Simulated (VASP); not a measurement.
# Os (Cmcm) in VASP: a series of runs

The runs below take Os through single point, with PBEsol.

Program: VASP 6.6.1. These are calculated values, not measurements. Logs are shortened: lines on timing, memory, paths and dates and some standing lists are left out, and cuts for length are marked.

## Step 1: The cell of the first run

The structure is orthorhombic, space group Cmcm (No. 63). Conventional cell: a = 2.734 Å, b = 4.641 Å, c = 4.320 Å, α = 90.00°, β = 90.00°, γ = 90.00°. Within 3.5 Å of Os (site symmetry m2m) lie 12 Os at 2.66 to 2.73 Å.

## Step 2: Single point, PBEsol (strain -0.0200 x Voigt [0, 1, 0, 0, 0, 0])

Input file INCAR:

```
  PREC = Accurate
  ENCUT = 520
  EDIFF = 1E-7
  ISMEAR = 0
  SIGMA = 0.15
  LREAL = F
  LASPH = T
  NELM = 100
  ALGO = Fast
  ISIF = 2
  LWAVE = F
  LCHARG = T
  GGA = PS
  LELF = T
  LVHAR = T
  NBANDS = 15
```

Input file KPOINTS:

```
regular mesh
0
Gamma
  21 21 12
```

Input file POSCAR:

```
Os
1.0
    2.7340999755      0.0000000000      0.0000000000
   -1.3670499878      2.3204440346      0.0000000000
    0.0000000000      0.0000000000      4.3197000000
Os
2
Direct
    0.3333333333      0.6666666667      0.2500000000
    0.6666666667      0.3333333333      0.7500000000
```

Potentials or basis: VASP PAW PBE potentials, release 64 (Os).

Launch:

```console
> cat potpaw_PBE.64/Os/POTCAR > POTCAR
> mpirun -np 1 vasp_std > vasp.out
```

OUTCAR:

```text
PREC = Accurate
   ENCUT = 520
   EDIFF = 1E-7
   ISMEAR = 0
   LREAL = F
   LASPH = T
   NELM = 100
   ISIF = 2
   GGA = PS

 ion  position               nearest neighbor table
   1  0.333  0.667  0.250-   2 2.66   2 2.66   2 2.67   2 2.67   2 2.67   2 2.67
   2  0.667  0.333  0.750-   1 2.66   1 2.66   1 2.67   1 2.67   1 2.67   1 2.67

  Warning from LATTYP: Monoclinic adjustment (A1->A3, A2->A1, A3->A2)!
  LATTYP: Found a base centered orthorhombic cell.
 ALAT       =     2.7340999755
 B/A-ratio  =     1.6974097914
 C/A-ratio  =     1.5799349105

  Lattice vectors:

 A1 = (   1.3670499878,  -2.3204440346,   0.0000000000)
 A2 = (   1.3670499877,   2.3204440346,   0.0000000000)
 A3 = (   0.0000000000,   0.0000000000,   4.3197000000)

Analysis of symmetry for initial positions (statically):
=====================================================================
 Subroutine PRICEL returns:
 Original cell was already a primitive cell.

 Routine SETGRP: Setting up the symmetry group for a
 base centered orthorhombic supercell.

 Subroutine GETGRP returns: Found  8 space group operations
 (whereof  4 operations were pure point group operations)
 out of a pool of  8 trial point group operations.

The static configuration has the point symmetry C_2h.
 The point group associated with its full space group is D_2h.

Analysis of symmetry for dynamics (positions and initial velocities):
=====================================================================
 Subroutine PRICEL returns:
 Original cell was already a primitive cell.

 Routine SETGRP: Setting up the symmetry group for a
 base centered orthorhombic supercell.

 Subroutine GETGRP returns: Found  8 space group operations
 (whereof  4 operations were pure point group operations)
 out of a pool of  8 trial point group operations.

The dynamic configuration has the point symmetry C_2h.
 The point group associated with its full space group is D_2h.

 Subroutine INISYM returns: Found  8 space group operations
 (whereof  4 operations are pure point group operations),
 and found     1 'primitive' translations

----------------------------------------------------------------------------------------

                                     Primitive cell

  volume of cell :      27.4056

  direct lattice vectors                    reciprocal lattice vectors
     2.734099975  0.000000000  0.000000000     0.365751073  0.215476001  0.000000000
    -1.367049988  2.320444035  0.000000000     0.000000000  0.430952001  0.000000000
     0.000000000  0.000000000  4.319700000     0.000000000  0.000000000  0.231497558

[... 96 lines left out ...]
   EMIN   =  10.00;   EMAX   =-10.00  energy-range for DOS
   EFERMI =   0.00;   METHOD = LEGACY
   ISMEAR =     0;   SIGMA  =   0.15  broadening in eV -4-tet -1-fermi 0-gaus
   EFERMI_NEDOS =   21; number of points for ismear=-14 and -15
   IALGO  =     68    algorithm
   IMIX   =      4    mixing-type and parameters
     AMIX     =   0.40;   BMIX     =  1.00
     AMIX_MAG =   1.60;   BMIX_MAG =  1.00
  volume/ion in A,a.u.               =      13.70        92.47
  Fermi-wavevector in a.u.,A,eV,Ry     =   1.368259  2.585636 25.471930  1.872134
  Thomas-Fermi vector in A             =   2.494239
   LORBIT       =      0    0 simple, 1 ext, 2 COOP (PROOUT), +10 PAW based schemes
   GGA     = PS    functional components
   LHFCALC =     F    Hartree Fock is set to
   AEXX    =    0.0000 exact exchange contribution
   IVDW    =     0    specifies the selected vdW correction
   LEPSILON=     F    determine dielectric tensor
   LRPA    =     F    only Hartree local field effects (RPA)
 non-spin polarized calculation
 RMM-DIIS sequential band-by-band and
 Gauss-broadening in eV      SIGMA  =   0.15
  energy-cutoff  :      520.00
  volume of cell :       27.41
 maximum number of plane-waves:       760
   NGX = 11   NGY =  9   NGZ = 17

 number of electron      15.9999998 magnetization

 Free energy of the ion-electron system (eV)
  ---------------------------------------------------
  ext. energy  EPLUGINS =         0.00000000
  ---------------------------------------------------
  free energy    TOTEN  =       -24.46863976 eV

  energy without entropy =      -24.45403775  energy(sigma->0) =      -24.46133875

 E-fermi :   9.6446     XC(G=0): -14.2722

 val. band max:        9.6435199826   @ k =  -0.2857   0.1429   0.1667
 cond. band min:       9.6447678192   @ k =   0.0000   0.2857   0.2500
 fundamental gap:      0.0012478367
 Fermi energy:         9.6445905042

 k-point     1 :       0.0000    0.0000    0.0000
  band No.  band energies     occupation
      1      -1.5610      2.00000
      2       1.5845      2.00000
      3       6.2427      2.00000
      4       6.6014      2.00000
      5       6.7051      2.00000
      6       7.1085      2.00000
      7       7.5307      2.00000
      8       8.0521      2.00000
      9       8.1656      2.00000
     10       9.5053      1.81091
     11      11.3116      0.00000
     12      11.4397      0.00000
     13      18.7855      0.00000
     14      23.7039      0.00000
[... 401 lines left out ...]
      2       2.4974      2.00000
      3       3.2406      2.00000
      4       6.0329      2.00000
      5       6.2214      2.00000
      6       6.9793      2.00000
      7       7.2864      2.00000
      8      11.2099      0.00000
      9      11.3224      0.00000
     10      12.1947      0.00000
     11      12.3307      0.00000
     12      18.2023      0.00000
     13      18.3280      0.00000
     14      20.8532      0.00000
     15      22.3033      0.00000

 [... further k-points ...]

------------------------ aborting loop because EDIFF is reached ----------------------------------------

  FORCE on cell =-STRESS in cart. coord.  units (eV):
  Direction    XX          YY          ZZ          XY          YZ          ZX
  --------------------------------------------------------------------------------------
  -------------------------------------------------------------------------------------
  Total        0.5364977      2.5473682      0.4079287     -0.0000000     -0.0000000      0.0000000
  in kB       31.3645704    148.9234970     23.8482088     -0.0000000     -0.0000000      0.0000000
  external PRESSURE =      68.0454254 kB  Pullay stress =       0.0000000 kB

 VOLUME and BASIS-vectors are now :
 -----------------------------------------------------------------------------
  energy-cutoff  :      520.00
  volume of cell :       27.41
      direct lattice vectors                 reciprocal lattice vectors
     2.734099975  0.000000000  0.000000000     0.365751073  0.215476001  0.000000000
    -1.367049988  2.320444035  0.000000000     0.000000000  0.430952001  0.000000000
     0.000000000  0.000000000  4.319700000     0.000000000  0.000000000  0.231497558

 POSITION                                       TOTAL-FORCE (eV/Angst)
 -----------------------------------------------------------------------------------
     -0.00000      1.54696      1.07993         0.000000     -0.058864     -0.000000
      1.36705      0.77348      3.23977        -0.000000      0.058864      0.000000
 -----------------------------------------------------------------------------------
    total drift:                                0.000000     -0.000000      0.000000

  FREE ENERGIE OF THE ION-ELECTRON SYSTEM (eV)
  ---------------------------------------------------
  free  energy   TOTEN  =       -24.4686397614 eV

  energy  without entropy=      -24.4540377468  energy(sigma->0) =      -24.46133875
```

It took 8.5 min on 1 thread of Intel Xeon Platinum 8259CL at 2.50GHz (Skylake/Cascade Lake), shared host; peak memory 0.39 GiB.

Results:

```yaml
Free_energy: -24.4686 eV
Pressure: 6.8 GPa
Largest_force: 0.059 eV/Å
Band_gap_on_the_k_mesh: zero (bands 8 and 9 overlap by 4.13 eV)
```

Forces in eV/Å, atoms in the order of the input:
```
Os   0.000 -0.059  0.000
Os   0.000  0.059  0.000
```

Stress tensor (GPa, compression positive):
```
 3.14  0.00  0.00
 0.00 14.89  0.00
 0.00  0.00  2.38
```

Levels at points of the mesh, in eV from the Fermi level:
| k point | band 6 | band 7 | band 8 | band 9 | band 10 | band 11 |
| --- | --- | --- | --- | --- | --- | --- |
| (0.00, 0.00, 0.00) | -2.54 | -2.11 | -1.59 | -1.48 | -0.14 | 1.67 |
| (0.00, 0.00, 0.50) | -3.54 | -3.14 | -3.14 | 0.83 | 0.83 | 0.98 |

Caveat: the cell differs from its parent crystal (strain -0.0200 x Voigt [0, 1, 0, 0, 0, 0]); the cell stands under pressure; the PAW data sets were made with another functional, which shifts forces and pressure a little; spin-orbit coupling is left out, which moves the levels of the heavy elements.

## Step 3: Single point, PBEsol (strain -0.0150 x Voigt [0, 1, 0, 0, 0, 0])

Input file INCAR:

```
ALGO = Fast
EDIFF = 1E-6
ENCUT = 520
GGA = PS
ISIF = 2
ISMEAR = 0
LASPH = T
LCHARG = F
LREAL = F
LWAVE = F
NBANDS = 15
NELM = 60
PREC = Accurate
SIGMA = 0.15
```

Input file KPOINTS:

```
k-points
0
Gamma
  21 21 12
```

Input file POSCAR:

```
Os
1.0
    2.7340999755      0.0000000000      0.0000000000
   -1.3670499878      2.3322830347      0.0000000000
    0.0000000000      0.0000000000      4.3197000000
Os
2
Direct
    0.3333333333      0.6666666667      0.2500000000
    0.6666666667      0.3333333333      0.7500000000
```

Potentials or basis: VASP PAW PBE potentials, release 64 (Os).

Launch:

```console
> cat potpaw_PBE.64/Os/POTCAR > POTCAR
> mpirun -np 1 vasp_std > vasp.out
```

Run time: 5.9 min. Hardware: 1 thread of Intel Xeon Platinum 8259CL at 2.50GHz (Skylake/Cascade Lake), shared host; peak memory 0.39 GiB.

Results (log left out):

```
Free energy            : -24.4798 eV
Pressure               : 4.3 GPa
Largest force          : 0.042 eV/Å
Band gap on the k mesh : zero (bands 8 and 9 overlap by 4.07 eV)
```

Forces on the atoms (eV/Å):
```
Os   0.000 -0.042  0.000
Os   0.000  0.042  0.000
```

Stress tensor (GPa, compression positive):
```
 1.66  0.00  0.00
 0.00 10.31  0.00
 0.00  0.00  1.01
```

Levels at points of the mesh, in eV from the Fermi level:
```
           k point  band 4  band 5  band 6  band 7  band 8  band 9  band 10  band 11  band 12  band 13
(0.00, 0.00, 0.00)   -2.99   -2.98   -2.46   -2.15   -1.59   -1.51    -0.11     1.67     1.76     9.11
(0.00, 0.00, 0.50)   -3.73   -3.48   -3.48   -3.18   -3.18    0.84     0.84     0.95     0.95    13.76
```

Caveat: the cell differs from its parent crystal (strain -0.0150 x Voigt [0, 1, 0, 0, 0, 0]); the cell stands under pressure; the PAW data sets were made with another functional, which shifts forces and pressure a little; spin-orbit coupling is left out, which moves the levels of the heavy elements.
